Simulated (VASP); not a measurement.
Write the native input for VASP 6.6.1 that does the following.

* Task: single point
* Functional: PBE
* Potentials or basis: VASP PAW PBE potentials, release 64 (Mo_sv, S)
* Cutoff: 520 eV
* k mesh: 8 × 8 × 8
* Occupations: fermi-dirac, width 0.1 eV
* Spin: no spin polarisation
* Dipole correction: no
* Further INCAR settings: ALGO = Normal; EDIFF = 1e-07; NBANDS = 20

The structure of MoS2 lies in POSCAR:

```
MoS2
1.0
    1.5800000000      0.9122134300      6.1500000000
   -1.5800000000      0.9122134300      6.1500000000
    0.0000000000     -1.8244268500      6.1500000000
Mo S
1 2
Direct
    0.0000000000      0.0000000000      0.0000000000
    0.2499999995      0.2499999995      0.2500000009
    0.4169999992      0.4169999992      0.4170000015
```

These files were run (other wordings do the same):

INCAR

```
SYSTEM = MoS2
PREC = Accurate ; ENCUT = 520
EDIFF = 1E-7 ; ISMEAR = -1
SIGMA = 0.1 ; LREAL = .FALSE.
LASPH = .TRUE. ; NELM = 60
ALGO = Normal ; ISIF = 2
LWAVE = .FALSE. ; LCHARG = .FALSE.
GGA = PE ; NBANDS = 20
```

KPOINTS

```
regular mesh
0
G
  8 8 8
  0 0 0
```

Potentials or basis: VASP PAW PBE potentials, release 64 (Mo_sv, S).

Run with:

```bash
$ cat potpaw_PBE.64/Mo_sv/POTCAR potpaw_PBE.64/S/POTCAR > POTCAR
$ mpirun -np 1 vasp_std > vasp.out
```

It gave:

```
Pressure               : 5.2 GPa
Largest force          : 0.507 eV/Å
Band gap on the k mesh : 1.04 eV (least direct gap 2.03 eV)
```

Caveat: the cell stands under pressure.

Wall time 3.8 min on 1 thread of Intel Xeon 8259CL (shared host), peak memory 0.34 GiB.
